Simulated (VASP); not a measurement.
# TaSiO4 (P6/mmm) in VASP: further runs

TaSiO4 is run at these levels: PBE; tasks: single point, relaxation of cell and atoms.

Program: VASP 6.6.1. These are calculated values, not measurements. Logs are shortened: lines on timing, memory, paths and dates and some standing lists are left out, and cuts for length are marked.

**1. The cell of the first run**

Symmetry: P6/mmm, No. 191, hexagonal system. Conventional cell: a = 3.478 Å, b = 3.478 Å, c = 6.319 Å, α = 90.00°, β = 90.00°, γ = 120.00°. Within 2.6 Å of Ta (site symmetry 6/mmm) lie 8 O at 1.93 to 2.01 Å. Within 1.7 Å of Si (site symmetry 6/mmm) lie 2 O at 1.23 Å. Within 1.7 Å of O (site symmetry 6mm) lie 1 Si at 1.23 Å. Within 2.7 Å of O (site symmetry -6m2) lie 3 Ta at 2.01 Å and 3 O at 2.01 Å.

**2. Single point, PBE**

The input, INCAR:

```
SYSTEM = TaSiO4
ALGO = Normal
EDIFF = 1E-6
ENCUT = 520
GGA = PE
ISIF = 2
ISMEAR = 0
LASPH = .True.
LCHARG = .False.
LREAL = .False.
LWAVE = .False.
NBANDS = 28
NELM = 60
PREC = Accurate
SIGMA = 0.1
```

The input, KPOINTS:

```
k-points
0
Gamma
  6 6 4
  0 0 0
```

The input, POSCAR:

```
TaSiO4
1.0
    3.4781902500      0.0000000000      0.0000000000
   -1.7390951200      3.0122011200      0.0000000000
    0.0000000000      0.0000000000      6.3193572100
Ta Si O
1 1 4
Direct
    0.0000000000      0.0000000000      0.5000000000
    0.0000000000      0.0000000000      0.0000000000
    0.0000000000      0.0000000000      0.8046376100
    0.0000000000      0.0000000000      0.1953623900
    0.3333333300      0.6666666700      0.5000000000
    0.6666666700      0.3333333300      0.5000000000
```

Potentials or basis: VASP PAW PBE potentials, release 64 (Ta_pv, Si, O).

On the command line:

```
cat potpaw_PBE.64/Ta_pv/POTCAR potpaw_PBE.64/Si/POTCAR potpaw_PBE.64/O/POTCAR > POTCAR
mpirun -np 1 vasp_std > vasp.out
```

OUTCAR:

```text
SYSTEM = TaSiO4
   EDIFF = 1E-6
   ENCUT = 520
   GGA = PE
   ISIF = 2
   ISMEAR = 0
   LASPH = .True.
   LREAL = .False.
   NELM = 60
   PREC = Accurate

 ion  position               nearest neighbor table
   1  0.000  0.000  0.500-   3 1.93   4 1.93   5 2.01   6 2.01   6 2.01   5 2.01   6 2.01   5 2.01
                             2 3.16   2 3.16
   2  0.000  0.000  0.000-   3 1.23   4 1.23   1 3.16   1 3.16
   3  0.000  0.000  0.805-   2 1.23   1 1.93
   4  0.000  0.000  0.195-   2 1.23   1 1.93
   5  0.333  0.667  0.500-   1 2.01   1 2.01   1 2.01
   6  0.667  0.333  0.500-   1 2.01   1 2.01   1 2.01

 -----------------------------------------------------------------------------
|                                                                             |
|           W    W    AA    RRRRR   N    N  II  N    N   GGGG   !!!           |
|           W    W   A  A   R    R  NN   N  II  NN   N  G    G  !!!           |
|           W    W  A    A  R    R  N N  N  II  N N  N  G       !!!           |
|           W WW W  AAAAAA  RRRRR   N  N N  II  N  N N  G  GGG   !            |
|           WW  WW  A    A  R   R   N   NN  II  N   NN  G    G                |
|           W    W  A    A  R    R  N    N  II  N    N   GGGG   !!!           |
|                                                                             |
|     The distance between some ions is very small. Please check the          |
|     nearest-neighbor list in the OUTCAR file.                               |
|     I HOPE YOU KNOW WHAT YOU ARE DOING!                                     |
|                                                                             |
 -----------------------------------------------------------------------------

  LATTYP: Found a hexagonal cell.
 ALAT       =     3.4781902500
 C/A-ratio  =     1.8168520857

  Lattice vectors:

 A1 = (   3.4781902500,   0.0000000000,   0.0000000000)
 A2 = (  -1.7390951200,   3.0122011200,   0.0000000000)
 A3 = (   0.0000000000,   0.0000000000,   6.3193572100)

Analysis of symmetry for initial positions (statically):
=====================================================================
 Subroutine PRICEL returns:
 Original cell was already a primitive cell.

 Routine SETGRP: Setting up the symmetry group for a
 hexagonal supercell.

 Subroutine GETGRP returns: Found 24 space group operations
 (whereof 24 operations were pure point group operations)
 out of a pool of 24 trial point group operations.

The static configuration has the point symmetry D_6h.

Analysis of symmetry for dynamics (positions and initial velocities):
=====================================================================
 Subroutine PRICEL returns:
 Original cell was already a primitive cell.

 Routine SETGRP: Setting up the symmetry group for a
 hexagonal supercell.

 Subroutine GETGRP returns: Found 24 space group operations
 (whereof 24 operations were pure point group operations)
 out of a pool of 24 trial point group operations.

The dynamic configuration has the point symmetry D_6h.

 Subroutine INISYM returns: Found 24 space group operations
 (whereof 24 operations are pure point group operations),
 and found     1 'primitive' translations

----------------------------------------------------------------------------------------

                                     Primitive cell

  volume of cell :      66.2080

  direct lattice vectors                    reciprocal lattice vectors
     3.478190250  0.000000000  0.000000000     0.287505837  0.165991572  0.000000000
    -1.739095120  3.012201120  0.000000000     0.000000000  0.331983145  0.000000000
     0.000000000  0.000000000  6.319357210     0.000000000  0.000000000  0.158243943

  length of vectors
     3.478190250  3.478190251  6.319357210     0.331983145  0.331983145  0.158243943

  position of ions in fractional coordinates (direct lattice)
     0.000000000  0.000000000  0.500000000
     0.000000000  0.000000000  0.000000000
     0.000000000  0.000000000  0.804637610
     0.000000000  0.000000000  0.195362390
     0.333333330  0.666666670  0.500000000
     0.666666670  0.333333330  0.500000000

  ion indices of the primitive-cell ions
   primitive index   ion index
                 1           1
                 2           2
                 3           3
                 4           4
                 5           5
                 6           6

----------------------------------------------------------------------------------------

 KPOINTS: k-points

Automatic generation of k-mesh.
 Grid dimensions read from file:
 generate k-points for:    6    6    4

 Generating k-lattice:

  Cartesian coordinates                     Fractional coordinates (reciprocal lattice)
     0.047917640  0.027665262  0.000000000     0.166666667 -0.000000000  0.000000000
     0.000000000  0.055330524  0.000000000     0.000000000  0.166666667  0.000000000
     0.000000000  0.000000000  0.039560986     0.000000000  0.000000000  0.250000000

  Length of vectors
     0.055330524  0.055330524  0.039560986

  Shift w.r.t. Gamma in fractional coordinates (k-lattice)
     0.000000000  0.000000000  0.000000000

 Subroutine IBZKPT returns following result:
 ===========================================

 Found     21 irreducible k-points:

 Following reciprocal coordinates:
            Coordinates               Weight
  0.000000  0.000000  0.000000      1.000000
  0.166667 -0.000000  0.000000      6.000000
  0.333333  0.000000  0.000000      6.000000
  0.500000 -0.000000  0.000000      3.000000
  0.166667  0.166667  0.000000      6.000000
  0.333333  0.166667  0.000000     12.000000
[... 13 lines left out ...]
  0.333333  0.166667  0.500000     12.000000
  0.333333  0.333333  0.500000      2.000000
   k-points           NKPTS =     21   k-points in BZ     NKDIM =     21   number of bands    NBANDS=     28
   number of dos      NEDOS =    301   number of ions     NIONS =      6
   total plane-waves  NPLWV =  37632
   dimension x,y,z NGX =    28 NGY =   28 NGZ =   48
   dimension x,y,z NGXF=    56 NGYF=   56 NGZF=   96
   ions per type =               1   1   4
   NGX,Y,Z   is equivalent  to a cutoff of  13.38, 13.38, 12.63 a.u.
   NGXF,Y,Z  is equivalent  to a cutoff of  26.77, 26.77, 25.26 a.u.
 SYSTEM =  TaSiO4
   PREC   = accura    normal or accurate (medium, high low for compatibility)
   ISTART =      0    job   : 0-new  1-cont  2-samecut
   ICHARG =      2    charge: 1-file 2-atom 10-const
   ISPIN  =      1    spin polarized calculation?
   LNONCOLLINEAR =      F non collinear calculations
   LSORBIT =      F    spin-orbit coupling
   LASPH  =      T    aspherical Exc in radial PAW
   ENCUT  =  520.0 eV  38.22 Ry    6.18 a.u.   6.47  6.47 11.75*2*pi/ulx,y,z
   NELM   =     60;   NELMIN=  2; NELMDL= -5     # of ELM steps
   EDIFF  = 0.1E-05   stopping-criterion for ELM
   LREAL  =      F    real-space projection
   EDIFFG = 0.1E-04   stopping-criterion for IOM
   NSW    =      0    number of steps for IOM
   IBRION =     -1    ionic relax: 0-MD 1-quasi-New 2-CG
   NFREE  =      0    steps in history (QN), initial steepest desc. (CG)
   ISIF   =      2    stress and relaxation
   ISYM   =      2    0-nonsym 1-usesym 2-fastsym
   POTIM  = 0.5000    time-step for ionic-motion
   TEBEG  =    0.0;   TEEND  =   0.0 temperature during run
   PSTRESS=    0.0 pullay stress
   NELECT =      39.0000    total number of electrons
   NUPDOWN=      -1.0000    fix difference up-down
   EMIN   =  10.00;   EMAX   =-10.00  energy-range for DOS
   EFERMI =   0.00;   METHOD = LEGACY
   ISMEAR =     0;   SIGMA  =   0.10  broadening in eV -4-tet -1-fermi 0-gaus
   EFERMI_NEDOS =   21; number of points for ismear=-14 and -15
   IALGO  =     38    algorithm
   IMIX   =      4    mixing-type and parameters
     AMIX     =   0.40;   BMIX     =  1.00
     AMIX_MAG =   1.60;   BMIX_MAG =  1.00
  volume/ion in A,a.u.               =      11.03        74.47
  Fermi-wavevector in a.u.,A,eV,Ry     =   1.372333  2.593334 25.623838  1.883299
  Thomas-Fermi vector in A             =   2.497950
   LORBIT       =      0    0 simple, 1 ext, 2 COOP (PROOUT), +10 PAW based schemes
   GGA     = PE    functional components
   LHFCALC =     F    Hartree Fock is set to
   AEXX    =    0.0000 exact exchange contribution
   IVDW    =     0    specifies the selected vdW correction
   LEPSILON=     F    determine dielectric tensor
   LRPA    =     F    only Hartree local field effects (RPA)
 non-spin polarized calculation
 Gauss-broadening in eV      SIGMA  =   0.10
  energy-cutoff  :      520.00
  volume of cell :       66.21
 maximum number of plane-waves:      1817
 NGX is ok and might be reduce to    28
   NGX = 13   NGY = 13   NGZ = 23

 number of electron      38.9999999 magnetization

 Free energy of the ion-electron system (eV)
  ---------------------------------------------------
  ext. energy  EPLUGINS =         0.00000000
  ---------------------------------------------------
  free energy    TOTEN  =       -37.30330319 eV

  energy without entropy =      -37.29715147  energy(sigma->0) =      -37.30022733

 E-fermi :   6.1793     XC(G=0): -10.8221

 val. band max:        5.5921157817   @ k =   0.0000   0.0000   0.5000
 cond. band min:       6.2415958555   @ k =   0.3333   0.3333   0.5000
 fundamental gap:      0.6494800738
 Fermi energy:         6.1792881253

 k-point     1 :       0.0000    0.0000    0.0000
  band No.  band energies     occupation
      1     -30.1454      2.00000
      2     -29.2930      2.00000
      3     -29.2930      2.00000
      4     -18.2301      2.00000
      5     -16.3752      2.00000
      6     -15.5407      2.00000
[... 20 lines left out ...]
     27      14.0701      0.00000
     28      14.2693      0.00000

 k-point     2 :       0.1667   -0.0000    0.0000
  band No.  band energies     occupation
      1     -30.1382      2.00000
      2     -29.4106      2.00000
      3     -29.3147      2.00000
      4     -18.1856      2.00000
      5     -16.3490      2.00000
      6     -15.0283      2.00000
[... 20 lines left out ...]
     27      14.0403      0.00000
     28      14.7287      0.00000

 k-point     3 :       0.3333    0.0000    0.0000
  band No.  band energies     occupation
      1     -30.1237      2.00000
      2     -29.6339      2.00000
      3     -29.3577      2.00000
      4     -18.0992      2.00000
      5     -16.2955      2.00000
      6     -13.8407      2.00000
[... 20 lines left out ...]
     27      14.4303      0.00000
     28      14.6492      0.00000

 k-point     4 :       0.5000   -0.0000    0.0000
  band No.  band energies     occupation
      1     -30.1165      2.00000
      2     -29.7401      2.00000
      3     -29.3791      2.00000
      4     -18.0564      2.00000
      5     -16.2683      2.00000
      6     -12.9599      2.00000
[... 20 lines left out ...]
     27      14.3294      0.00000
     28      14.9481      0.00000

 k-point     5 :       0.1667    0.1667    0.0000
  band No.  band energies     occupation
      1     -30.1273      2.00000
      2     -29.5571      2.00000
      3     -29.3706      2.00000
      4     -18.1206      2.00000
      5     -16.3090      2.00000
      6     -14.1647      2.00000
[... 20 lines left out ...]
     27      14.0697      0.00000
     28      14.5625      0.00000

 k-point     6 :       0.3333    0.1667    0.0000
  band No.  band energies     occupation
      1     -30.1165      2.00000
      2     -29.6815      2.00000
      3     -29.4424      2.00000
      4     -18.0564      2.00000
      5     -16.2683      2.00000
      6     -13.0540      2.00000
[... 370 lines left out ...]
      5     -16.7728      2.00000
      6     -12.9577      2.00000
[... 20 lines left out ...]
     27      14.3312      0.00000
     28      14.6769      0.00000

 k-point    19 :       0.1667    0.1667    0.5000
  band No.  band energies     occupation
      1     -30.1295      2.00000
      2     -29.5571      2.00000
      3     -29.3706      2.00000
      4     -17.7411      2.00000
      5     -16.8251      2.00000
      6     -14.1562      2.00000
[... 20 lines left out ...]
     27      14.2204      0.00000
     28      14.7201      0.00000

 k-point    20 :       0.3333    0.1667    0.5000
  band No.  band energies     occupation
      1     -30.1186      2.00000
      2     -29.6815      2.00000
      3     -29.4424      2.00000
      4     -17.6816      2.00000
      5     -16.7727      2.00000
      6     -13.0519      2.00000
[... 20 lines left out ...]
     27      14.3634      0.00000
     28      14.7396      0.00000

 k-point    21 :       0.3333    0.3333    0.5000
  band No.  band energies     occupation
      1     -30.1150      2.00000
      2     -29.5960      2.00000
      3     -29.5960      2.00000
      4     -17.6617      2.00000
      5     -16.7562      2.00000
      6     -12.5432      2.00000
[... 20 lines left out ...]
     27      14.3782      0.00000
     28      15.4917      0.00000

------------------------ aborting loop because EDIFF is reached ----------------------------------------

  FORCE on cell =-STRESS in cart. coord.  units (eV):
  Direction    XX          YY          ZZ          XY          YZ          ZX
  --------------------------------------------------------------------------------------
  -------------------------------------------------------------------------------------
  Total       16.0150393     16.0150393    107.1356323      0.0000000     -0.0000000     -0.0000000
  in kB      387.5505756    387.5505767   2592.5928288      0.0000006     -0.0000000     -0.0000000
  external PRESSURE =    1122.5646604 kB  Pullay stress =       0.0000000 kB

 VOLUME and BASIS-vectors are now :
 -----------------------------------------------------------------------------
  energy-cutoff  :      520.00
  volume of cell :       66.21
      direct lattice vectors                 reciprocal lattice vectors
     3.478190250  0.000000000  0.000000000     0.287505837  0.165991572  0.000000000
    -1.739095120  3.012201120  0.000000000     0.000000000  0.331983145  0.000000000
     0.000000000  0.000000000  6.319357210     0.000000000  0.000000000  0.158243943

 POSITION                                       TOTAL-FORCE (eV/Angst)
 -----------------------------------------------------------------------------------
      0.00000      0.00000      3.15968        -0.000000      0.000000     -0.000000
      0.00000      0.00000      0.00000        -0.000000      0.000000     -0.000000
      0.00000      0.00000      5.08479        -0.000000      0.000000    -32.215425
      0.00000      0.00000      1.23456        -0.000000     -0.000000     32.215425
     -0.00000      2.00813      3.15968         0.000000     -0.000000     -0.000000
      1.73910      1.00407      3.15968        -0.000000      0.000000     -0.000000
 -----------------------------------------------------------------------------------
    total drift:                                0.000000      0.000000      0.000000

  FREE ENERGIE OF THE ION-ELECTRON SYSTEM (eV)
  ---------------------------------------------------
  free  energy   TOTEN  =       -37.3033031933 eV

  energy  without entropy=      -37.2971514667  energy(sigma->0) =      -37.30022733
```

Wall time 22 s (1 thread of AMD EPYC 9R45 (Zen 5), shared host); peak memory 0.17 GiB.

Results:

```
Free energy   : -37.3033 eV
Pressure      : 112.3 GPa
Largest force : 32.215 eV/Å
```

Forces on the atoms (eV/Å):
```
Ta    0.000   0.000   0.000
Si    0.000   0.000   0.000
O     0.000   0.000 -32.215
O     0.000   0.000  32.215
O     0.000   0.000   0.000
O     0.000   0.000   0.000
```

Levels at points of the mesh, in eV from the Fermi level:
```
           k point  band 16  band 17  band 18  band 19  band 20  band 21  band 22  band 23  band 24  band 25
(0.00, 0.00, 0.00)    -5.21    -3.36    -1.61    -0.60    -0.60     1.77     1.77     6.35     7.38     7.54
(0.50, 0.00, 0.00)    -4.82    -3.64    -3.24    -1.66     0.30     1.30     1.42     4.27     4.60     5.88
(0.00, 0.00, 0.50)    -5.62    -2.76    -1.61    -0.59    -0.59     1.37     1.37     4.88     7.75     7.75
(0.50, 0.00, 0.50)    -5.40    -3.64    -3.30    -1.65     0.58     0.80     1.12     4.58     4.85     6.62
```

Caveat: spin-orbit coupling is left out, which moves the levels of the heavy elements; an odd number of electrons without spin polarisation forces a metal; a magnetic or distorted state may lie lower.

**3. Single point, PBE**

This run uses another cell than the first one, of 14.08 Å³/atom, 1.276 times its volume.

The input, INCAR:

```
SYSTEM = TaSiO4
ALGO     = Normal         ! electronic algorithm
EDIFF    = 1E-6           ! SCF threshold, eV
ENCUT    = 520            ! plane-wave cutoff, eV
GGA      = PE             ! functional
ISIF     = 2              ! what is computed and relaxed
ISMEAR   = 0              ! smearing method
LASPH    = .True.         ! aspherical terms in the spheres
LCHARG   = .False.        ! write CHGCAR
LREAL    = .False.        ! projectors in reciprocal space
LWAVE    = .False.        ! write WAVECAR
NBANDS   = 28             ! bands
NELM     = 60             ! most SCF steps
PREC     = Accurate       ! precision mode
SIGMA    = 0.1            ! smearing width, eV
```

KPOINTS is that of step 2.

The input, POSCAR:

```
TaSiO4
1.0
    3.6645457671     -0.0000000030      0.0000000000
   -1.8322728809      3.1735897291      0.0000000000
    0.0000000000      0.0000000000      7.2624630950
Ta Si O
1 1 4
Direct
    0.0000000000      0.0000000000      0.5000000000
    0.0000000000      0.0000000000      0.0000000000
    0.0000000000      0.0000000000      0.7836501363
    0.0000000000      0.0000000000      0.2163498637
    0.3333333333      0.6666666667      0.5000000000
    0.6666666667      0.3333333333      0.5000000000
```

Potentials or basis: VASP PAW PBE potentials, release 64 (Ta_pv, Si, O).

On the command line:

```
cat potpaw_PBE.64/Ta_pv/POTCAR potpaw_PBE.64/Si/POTCAR potpaw_PBE.64/O/POTCAR > POTCAR
mpirun -np 1 vasp_std > vasp.out
```

Wall time 28 s (1 thread of AMD EPYC 9R45 (Zen 5), shared host); peak memory 0.19 GiB.

It converged, with:

- Free energy: -47.7181 eV
- Pressure: 0.4 GPa
- Largest force: 0.113 eV/Å

Forces on the atoms (eV/Å):
```
Ta   0.000  0.000  0.000
Si   0.000  0.000  0.000
O    0.000  0.000 -0.113
O    0.000  0.000  0.113
O    0.000  0.000  0.000
O    0.000  0.000  0.000
```

Stress tensor (GPa, compression positive):
```
0.31 0.00 0.00
0.00 0.31 0.00
0.00 0.00 0.64
```

Levels at points of the mesh, in eV from the Fermi level:
| k point | band 17 | band 18 | band 19 | band 20 | band 21 | band 22 |
| --- | --- | --- | --- | --- | --- | --- |
| (0.00, 0.00, 0.00) | -2.31 | -0.32 | 0.04 | 0.04 | 2.58 | 2.58 |
| (0.50, 0.00, 0.00) | -2.23 | -1.58 | -0.69 | 0.04 | 1.05 | 2.27 |
| (0.00, 0.00, 0.50) | -1.36 | -0.32 | 0.05 | 0.05 | 2.19 | 2.19 |
| (0.50, 0.00, 0.50) | -2.23 | -1.63 | -0.67 | 0.75 | 1.06 | 1.71 |

Caveat: spin-orbit coupling is left out, which moves the levels of the heavy elements; an odd number of electrons without spin polarisation forces a metal; a magnetic or distorted state may lie lower.

[end of part 1 of 3]
